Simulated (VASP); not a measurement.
The system is WAu.

```xyz
2
Lattice="0.0000 2.7480 2.7480 2.7480 0.0000 2.7480 2.7480 2.7480 0.0000" Properties=species:S:1:pos:R:3 pbc="T T T"
W     0.0000    0.0000    0.0000
Au    4.1220    4.1220    4.1220
```

| Property | Result |
| --- | --- |
| Program | VASP 6.6.1 |
| Task | relaxation of cell and atoms |
| Functional | PBEsol |
| Dispersion | D4 |
| Potentials or basis | VASP PAW PBE potentials, release 64 (W_sv, Au) |
| Cutoff | 600 eV |
| k mesh | 8 × 8 × 8 |
| Occupations | fermi-dirac, width 0.05 eV |
| Spin | no spin polarisation |

At the start: pressure 24.0 GPa; volume 20.75 Å³/atom.

Task: Where does the relaxation end?

Result: Over 5 steps the energy falls by 176.8 meV/atom and the volume is 23.40 Å³/atom (+12.8 %); space group F-43m (No. 216, to 0.05 Å).

The path:
```csv
step,energy change (eV),largest force (eV/Å),pressure (GPa),volume (Å³)
1,0.0000,0.0000,24.03,41.50
2,1.0980,0.0000,-20.85,63.14
3,-0.3495,0.0000,-1.96,47.45
4,-0.3535,0.0000,-0.35,46.92
5,-0.3536,0.0000,-0.01,46.81
```

Final structure:
```
W Au
1.0
     0.00000    2.86044    2.86044
     2.86044    0.00000    2.86044
     2.86044    2.86044    0.00000
W Au
1 1
Direct
  0.00000 0.00000 0.00000
  0.75000 0.75000 0.75000
```

Caveat: the PAW data sets were made with another functional, which shifts forces and pressure a little; pairwise dispersion overbinds metals, which lowers pressure and volume.
